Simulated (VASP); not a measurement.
# Be2C (Fm-3m) in VASP: vibrations by perturbation theory with PBEsol

Aim: the vibrations by perturbation theory of Be2C with PBEsol.

All numbers are computed with VASP 6.6.1; they aren't measurements. Logs are shortened: lines on timing, memory, paths and dates and some standing lists are left out, and cuts for length are marked.

### 1 The cell of the first run

Symmetry: Fm-3m, No. 225, cubic system. The conventional cell has a = 4.311 Å, b = 4.311 Å, c = 4.311 Å, α = 90.00°, β = 90.00°, γ = 90.00°. C (site symmetry m-3m) has 8 Be at 1.87 Å within 2.5 Å. Within 2.5 Å of Be (site symmetry -43m) lie 4 C at 1.87 Å and 6 Be at 2.16 Å.

### 2 Vibrations by perturbation theory, PBEsol

The input, INCAR:

```
SYSTEM = Be2C
ALGO = Normal
EDIFF = 1E-8
ENCUT = 600
GGA = PS
GGA_COMPAT = .FALSE.
IBRION = 8
ISIF = 2
ISMEAR = 0
LASPH = .TRUE.
LCHARG = .TRUE.
LEPSILON = .TRUE.
LREAL = .FALSE.
LWAVE = .FALSE.
NBANDS = 11
NELM = 120
NSW = 1
PREC = Accurate
SIGMA = 0.01
```

The input, KPOINTS:

```
k-points
0
G
  12 12 12
  0 0 0
```

The input, POSCAR:

```
Be2C
1.0
    0.0000000000      2.1554000000      2.1554000000
    2.1554000000      0.0000000000      2.1554000000
    2.1554000000      2.1554000000      0.0000000000
C Be
1 2
Direct
    0.0000000000      0.0000000000      0.0000000000
    0.2500000000      0.2500000000      0.2500000000
    0.7500000000      0.7500000000      0.7500000000
```

Potentials or basis: VASP PAW PBE potentials, release 64 (C, Be).

The run is started by

```sh
$ cat potpaw_PBE.64/C/POTCAR potpaw_PBE.64/Be/POTCAR > POTCAR
$ mpirun -np 1 vasp_std > vasp.out
```

OUTCAR:

```text
SYSTEM = Be2C
   EDIFF = 1E-8
   ENCUT = 600
   GGA = PS
   IBRION = 8
   ISIF = 2
   ISMEAR = 0
   LASPH = .TRUE.
   LEPSILON = .TRUE.
   LREAL = .FALSE.
   NELM = 120
   NSW = 1
   PREC = Accurate

 ion  position               nearest neighbor table
   1  0.000  0.000  0.000-   3 1.87   3 1.87   3 1.87   2 1.87   3 1.87   2 1.87   2 1.87   2 1.87

   2  0.250  0.250  0.250-   1 1.87   1 1.87   1 1.87   1 1.87   3 2.16   3 2.16   3 2.16   3 2.16
                             3 2.16   3 2.16
   3  0.750  0.750  0.750-   1 1.87   1 1.87   1 1.87   1 1.87   2 2.16   2 2.16   2 2.16   2 2.16
                             2 2.16   2 2.16

  LATTYP: Found a face centered cubic cell.
 ALAT       =     4.3108000000

  Lattice vectors:

 A1 = (   0.0000000000,   2.1554000000,   2.1554000000)
 A2 = (   2.1554000000,   0.0000000000,   2.1554000000)
 A3 = (   2.1554000000,   2.1554000000,   0.0000000000)

Analysis of symmetry for initial positions (statically):
=====================================================================
 Subroutine PRICEL returns:
 Original cell was already a primitive cell.

 Routine SETGRP: Setting up the symmetry group for a
 face centered cubic supercell.

 Subroutine GETGRP returns: Found 48 space group operations
 (whereof 48 operations were pure point group operations)
 out of a pool of 48 trial point group operations.

The static configuration has the point symmetry O_h .

Analysis of symmetry for dynamics (positions and initial velocities):
=====================================================================
 Subroutine PRICEL returns:
 Original cell was already a primitive cell.

 Routine SETGRP: Setting up the symmetry group for a
 face centered cubic supercell.

 Subroutine GETGRP returns: Found 48 space group operations
 (whereof 48 operations were pure point group operations)
[... 591 lines left out ...]
  x     0.00000     0.00000     0.00000     0.00000     0.00000     0.00000
  y     0.00000     0.00000     0.00000     0.00000     0.00000     0.00000
  z     0.00000     0.00000     0.00000     0.00000     0.00000     0.00000

 PIEZOELECTRIC TENSOR (including local field effects)  for field in x, y, z        (C/m^2)
          XX          YY          ZZ          XY          YZ          ZX
  --------------------------------------------------------------------------------
  x     0.00000     0.00000     0.00000     0.00000     0.00000     0.00000
  y     0.00000     0.00000     0.00000     0.00000     0.00000     0.00000
  z     0.00000     0.00000     0.00000     0.00000     0.00000     0.00000

 BORN EFFECTIVE CHARGES (including local field effects) (in |e|, cummulative output)
 ---------------------------------------------------------------------------------
 ion    1
    1    -3.05343     0.00000    -0.00000
    2    -0.00000    -3.05343    -0.00000
    3     0.00000    -0.00000    -3.05343
 ion    2
    1     1.52671     0.00000    -0.00000
    2     0.00000     1.52671    -0.00000
    3    -0.00000     0.00000     1.52671
 ion    3
    1     1.52671    -0.00000    -0.00000
    2     0.00000     1.52671    -0.00000
    3    -0.00000     0.00000     1.52671

 INTERNAL STRAIN TENSOR FOR ION    3 for displacements in x,y,z  (eV/Angst):
          X           Y           Z          XY          YZ          ZX
  --------------------------------------------------------------------------------
  x    -0.00000     0.00000     0.00000     0.00000    -1.52936     0.00000
  y     0.00000    -0.00000     0.00000     0.00000     0.00000    -1.52936
  z     0.00000     0.00000    -0.00000    -1.52936     0.00000     0.00000

 SECOND DERIVATIVES (NOT SYMMETRIZED)
 ------------------------------------
               1X          1Y          1Z          2X          2Y          2Z          3X          3Y          3Z
  1X   -11.450581    0.000000    0.000000    5.725290    0.000000    0.000000    5.725290    0.000000    0.000000
  1Y     0.000000  -11.450581    0.000000    0.000000    5.725290    0.000000    0.000000    5.725290    0.000000
  1Z     0.000000    0.000000  -11.450581    0.000000    0.000000    5.725290    0.000000    0.000000    5.725290
  2X     5.726202    0.000000    0.000000  -11.237631    0.000000    0.000000    5.511429    0.000000    0.000000
  2Y     0.000000    5.726202    0.000000    0.000000  -11.237631    0.000000    0.000000    5.511429    0.000000
  2Z     0.000000    0.000000    5.726202    0.000000    0.000000  -11.237631    0.000000    0.000000    5.511429
  3X     5.726202    0.000000    0.000000    5.511429    0.000000    0.000000  -11.237631    0.000000    0.000000
  3Y     0.000000    5.726202    0.000000    0.000000    5.511429    0.000000    0.000000  -11.237631    0.000000
  3Z     0.000000    0.000000    5.726202    0.000000    0.000000    5.511429    0.000000    0.000000  -11.237631

 Eigenvectors and eigenvalues of the dynamical matrix
 ----------------------------------------------------

   1 f  =   21.311365 THz   133.903253 2PiTHz  710.870608 cm-1    88.136683 meV
             X         Y         Z           dx          dy          dz
      0.000000  0.000000  0.000000    -0.000000    0.000000    0.000000
      1.077700  1.077700  1.077700     0.667942   -0.086073    0.215511
      3.233100  3.233100  3.233100    -0.667942    0.086073   -0.215511
[... 43 lines left out ...]
   9 f/i=    0.000769 THz     0.004830 2PiTHz    0.025641 cm-1     0.003179 meV
             X         Y         Z           dx          dy          dz
      0.000000  0.000000  0.000000    -0.161039    0.597934   -0.128269
      1.077700  1.077700  1.077700    -0.139489    0.517922   -0.111104
      3.233100  3.233100  3.233100    -0.139489    0.517922   -0.111104

--------------------------------------------------------------------------------------------------------

 MACROSCOPIC STATIC DIELECTRIC TENSOR IONIC CONTRIBUTION
 ------------------------------------------------------
           7.356596     0.000000     0.000000
           0.000000     7.356596     0.000000
           0.000000     0.000000     7.356596
 ------------------------------------------------------

 ELASTIC MODULI CONTR FROM IONIC RELAXATION (kBar)
 Direction    XX          YY          ZZ          XY          YZ          ZX
 --------------------------------------------------------------------------------
 XX          -0.0000      0.0000      0.0000      0.0000     -0.0000      0.0000
 YY           0.0000     -0.0000     -0.0000      0.0000      0.0000     -0.0000
 ZZ           0.0000     -0.0000     -0.0000     -0.0000      0.0000      0.0000
 XY           0.0000      0.0000     -0.0000    -22.3438      0.0000     -0.0000
 YZ          -0.0000      0.0000      0.0000      0.0000    -22.3438      0.0000
 ZX           0.0000     -0.0000      0.0000     -0.0000      0.0000    -22.3438
 --------------------------------------------------------------------------------

 PIEZOELECTRIC TENSOR IONIC CONTR  for field in x, y, z        (C/m^2)
          XX          YY          ZZ          XY          YZ          ZX
  --------------------------------------------------------------------------------
  x    -0.00000     0.00000     0.00000     0.00000    -0.00000    -0.00000
  y    -0.00000     0.00000     0.00000    -0.00000    -0.00000     0.00000
  z     0.00000    -0.00000    -0.00000    -0.00000     0.00000    -0.00000
```

OSZICAR:

```text
N       E                     dE             d eps       ncg     rms          rms(c)
DAV:   1     0.581191389340E+01    0.58119E+01   -0.42958E+03  1584   0.741E+02
DAV:   2    -0.185559906165E+02   -0.24368E+02   -0.22856E+02  2030   0.133E+02
DAV:   3    -0.194634931495E+02   -0.90750E+00   -0.90380E+00  2122   0.202E+01
DAV:   4    -0.194678180515E+02   -0.43249E-02   -0.43235E-02  1833   0.161E+00
[... 138 lines left out ...]
RMM:   7    -0.961263539258E-02    0.16117E-06   -0.13132E-07 10512   0.230E-04    0.341E-05
RMM:   8    -0.961265719277E-02   -0.21800E-07   -0.43104E-08 10504   0.404E-05    0.127E-05
RMM:   9    -0.961262402146E-02    0.33171E-07    0.12815E-08 10726   0.118E-05    0.655E-07
RMM:  10    -0.961262245067E-02    0.15708E-08    0.41513E-10  8512   0.101E-06    0.345E-07
 Linear response finished
```

Wall time 3.3 min (1 thread of Intel Xeon Platinum 8259CL at 2.50GHz (Skylake/Cascade Lake), shared host); peak memory 0.34 GiB.

Results:

```
Electronic dielectric tensor (diagonal)                 : 7.00
Born charges (mean of the diagonal)                     : C -3.05; Be +1.53 e
Highest phonon frequency at Γ, LO-TO splitting left out : 711 cm⁻¹
```

Phonon frequencies in cm⁻¹ (negative: imaginary):
| q point | frequencies |
| --- | --- |
| (0.000, 0.000, 0.000) | 0 0 0 657 657 657 711 711 711 |

Electronic dielectric tensor:
```
7.00 0.00 0.00
0.00 7.00 0.00
0.00 0.00 7.00
```

Born effective charge tensors (e):
atom 1, C
```
-3.05  0.00  0.00
 0.00 -3.05  0.00
 0.00  0.00 -3.05
```
atom 2, Be
```
1.53 0.00 0.00
0.00 1.53 0.00
0.00 0.00 1.53
```
atom 3, Be
```
1.53 0.00 0.00
0.00 1.53 0.00
0.00 0.00 1.53
```
